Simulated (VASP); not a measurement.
Input of a VASP 6.6.1 run:

INCAR

```
SYSTEM = NaF
PREC = Accurate ; ENCUT = 520
EDIFF = 1E-6 ; ISMEAR = 0
SIGMA = 0.01 ; LREAL = .FALSE.
LASPH = .TRUE. ; NELM = 60
ALGO = Normal ; ISIF = 2
LWAVE = .FALSE. ; LCHARG = .FALSE.
NBANDS = 14
```

The input KPOINTS:

```
regular mesh
0
G
  10 10 10
  0 0 0
```

POSCAR

```
NaF
1.0
    0.0112589061      2.2574106733      2.2574106733
    2.2574106733      0.0112589061      2.2574106733
    2.2574106733      2.2574106733      0.0112589061
Na F
1 1
Direct
    0.0000000000      0.0000000000      0.0000000000
    0.5000000000      0.5000000000      0.5000000000
```

Potentials or basis: VASP PAW LDA potentials, release 64 (Na_pv, F).

The run is started by

```bash
$ cat potpaw_LDA.64/Na_pv/POTCAR potpaw_LDA.64/F/POTCAR > POTCAR
$ mpirun -np 1 vasp_std > vasp.out
```

(1) What does it give for the pressure?

(2) Predict the band gap on the k mesh.

## Answers

(1) -0.1 GPa.

(2) 6.42 eV, direct.

Caveat: the cell differs from its parent crystal (equal xy, yz and zx engineering shears of +0.5 %).
